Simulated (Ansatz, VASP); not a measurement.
## Two plane-wave programs on InP

POSCAR

```
InP
1.0
    0.0000000000      2.7688340000      2.7688340000
    2.7688340000      0.0000000000      2.7688340000
    2.7688340000      2.7688340000      0.0000000000
In P
1 1
Direct
    0.0000000000      0.0000000000      0.0000000000
    0.5000000000      0.5000000000      0.5000000000
```

INCAR.step1

```
  ALGO = Normal
  EDIFF = 1E-5
  ENCUT = 520
  GGA = PE
  ISIF = 2
  ISMEAR = -1
  LASPH = T
  LREAL = F
  LWAVE = T
  NBANDS = 16
  NELM = 80
  PREC = Accurate
  SIGMA = 0.05
```

INCAR.step2

```
  AEXX = 0.1
  ALGO = Normal
  EDIFF = 1E-6
  ENCUT = 520
  ISIF = 2
  ISMEAR = -1
  ISTART = 1
  LASPH = T
  LCHARG = T
  LELF = T
  LHFCALC = T
  LMIXTAU = T
  LREAL = F
  LVHAR = T
  LWAVE = F
  METAGGA = R2SCAN
  NBANDS = 16
  NELM = 80
  PREC = Accurate
  PRECFOCK = Normal
  SIGMA = 0.05
```

File KPOINTS:

```
k-points
0
Gamma
  4 4 4
```

The input input.yaml:

```yaml
crystal:
  lattice:
    - [0.0, 2.768834, 2.768834]
    - [2.768834, 0.0, 2.768834]
    - [2.768834, 2.768834, 0.0]
  atoms:
    - { symbol: In, position: [0.0, 0.0, 0.0] }
    - { symbol: P, position: [0.5, 0.5, 0.5] }
hamiltonian:
  xc: r2scanh
  pseudopotentials: { kind: paw }
kpoints:
  mp_grid: { grid: [4, 4, 4] }
scf:
  occupations: { method: fermi_dirac, width: 0.05 }
output:
  forces: true
  stress: true
  eigenvalues: true
  write_density: true
  write_potential: true
  elf: true
  volumetric_format: npy
```

Alike in both runs: task single point; functional r2SCANh; k mesh 4 × 4 × 4; occupations fermi-dirac, width 0.05 eV; no spin polarisation.

|  | VASP | Ansatz |
| --- | --- | --- |
| version | VASP 6.6.1 | Ansatz 0.2.0 |
| potentials or method | VASP PAW PBE potentials, release 64 (In_d, P) | Ansatz PAW |
| plane-wave cutoff (eV) | 520 | 500 |
| valence electrons in the cell | 18 | 18 |

```tsv
	VASP	Ansatz	Ansatz less VASP
gap on the k mesh at the Fermi level (eV)	none	none	-
pressure (GPa)	-2.6	-2.5	+0.11
```

VASP's potentials were made for PBE, not for r2SCANh. A gap of «none» marks a metal or a gap that the smearing closes.

The k mesh is coarse, so the values compare programs but aren't converged.
